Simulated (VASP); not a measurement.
## Lu12H (a cell with a defect): single point with PBE

The system is Lu12H (a cell with a defect).

```
Lu H
1.0
     7.02000    0.00000    0.00000
    -5.26500    9.11925    0.00000
     0.00000    0.00000    5.56335
Lu H
12 1
Cartesian
  -0.0001 0.0098 0.0771
  0.0000 2.0570 2.7661
  -1.7496 3.0321 -0.0172
  -1.7688 5.0519 2.7642
  -3.5078 6.0933 -0.0177
  -3.4992 8.0968 2.7699
  3.5108 -0.0074 -0.0193
  3.5063 2.0213 2.7628
  1.7542 3.0385 -0.0183
  1.7627 5.0759 2.7622
  0.0001 6.0840 -0.0214
  -0.0198 8.0915 2.7670
  -0.0059 0.0040 2.2391
```

* Program: VASP 6.6.1
* Task: single point
* Functional: PBE
* Potentials or basis: VASP PAW PBE potentials, release 64 (Lu, H)
* Cutoff: 520 eV
* k mesh: 2 × 2 × 3
* Occupations: fermi-dirac, width 0.15 eV
* Spin: no spin polarisation
* Dipole correction: no
* Further INCAR settings: ALGO = Normal; EDIFF = 1e-07; NBANDS = 162

```json
{"Pressure": "0.0 GPa", "Largest force": "0.041 eV/Å", "Band gap on the k mesh": "zero (an odd number of electrons rules out a gap without spin polarisation)"}
```

Forces on the atoms (eV/Å):
```
Lu   0.001 -0.004 -0.041
Lu  -0.003  0.010 -0.003
Lu  -0.013  0.012  0.002
Lu   0.011  0.013  0.002
Lu  -0.006 -0.019  0.001
Lu   0.023 -0.010  0.000
Lu  -0.002  0.012  0.005
Lu   0.002  0.002  0.006
Lu   0.011  0.008  0.002
Lu  -0.009 -0.006  0.004
Lu   0.004 -0.010  0.002
Lu  -0.020 -0.007 -0.001
H    0.001  0.000  0.023
```

Stress tensor (GPa, compression positive):
```
-0.20 -0.02  0.01
-0.02  0.31 -0.01
 0.01 -0.01 -0.05
```

Levels at points of the mesh, in eV from the Fermi level:
```
           k point  band 149  band 150  band 151  band 152  band 153  band 154
(0.00, 0.00, 0.00)     -0.53     -0.51     -0.33     -0.33      0.00      0.11
(0.50, 0.00, 0.00)     -0.47     -0.39     -0.28     -0.22      0.11      0.20
(0.00, 0.50, 0.00)     -0.62     -0.33     -0.33     -0.32      0.03      0.12
(0.50, 0.50, 0.00)     -0.41     -0.36     -0.20     -0.15     -0.13     -0.08
```

It took 17 min on 2 MPI ranks on Intel(R) Xeon(R) Platinum 8259CL CPU @ 2.50GHz (Skylake/Cascade Lake) (shared host), peak memory 0.63 GiB a rank.

Caveat: the k points lie up to 0.46 Å⁻¹ apart, too coarse for converged energies and pressures of a metal; spin-orbit coupling is left out, which moves the levels of the heavy elements.
